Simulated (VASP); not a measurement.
A run of VASP 6.6.1:

The input INCAR:

```
ALGO = Normal ; EDIFF = 1E-6
ENCUT = 520 ; GGA = PE
ISIF = 2 ; ISMEAR = 0
LASPH = True ; LCHARG = True
LELF = True ; LREAL = False
LVHAR = True ; LWAVE = False
NBANDS = 16 ; NELM = 60
PREC = Accurate ; SIGMA = 0.05
```

Contents of KPOINTS:

```
k-points
0
Gamma
  10 10 10
```

File POSCAR:

```
GaN
1.0
    0.0000000000      2.2742384873      2.2742384873
    2.2742384873      0.0000000000      2.2742384873
    2.2742384873      2.2742384873      0.0000000000
Ga N
1 1
Direct
    0.0000000000      0.0000000000      0.0000000000
    0.7404800507      0.7531733164      0.7531733164
```

Potentials or basis: VASP PAW PBE potentials, release 64 (Ga_d, N).

Launch:

```bash
$ cat potpaw_PBE.64/Ga_d/POTCAR potpaw_PBE.64/N/POTCAR > POTCAR
$ mpirun -np 1 vasp_std > vasp.out
```

Hardware: 1 thread of AMD EPYC 9R45 96-Core Processor (Zen 5), on a shared host.

Q: Estimate the wall time of this run.

A: Run time: 23 s on 1 thread of AMD EPYC 9R45 96-Core Processor (Zen 5), with other jobs on the host, peak memory 0.14 GiB. Counts: scf iterations 13, k points 116.
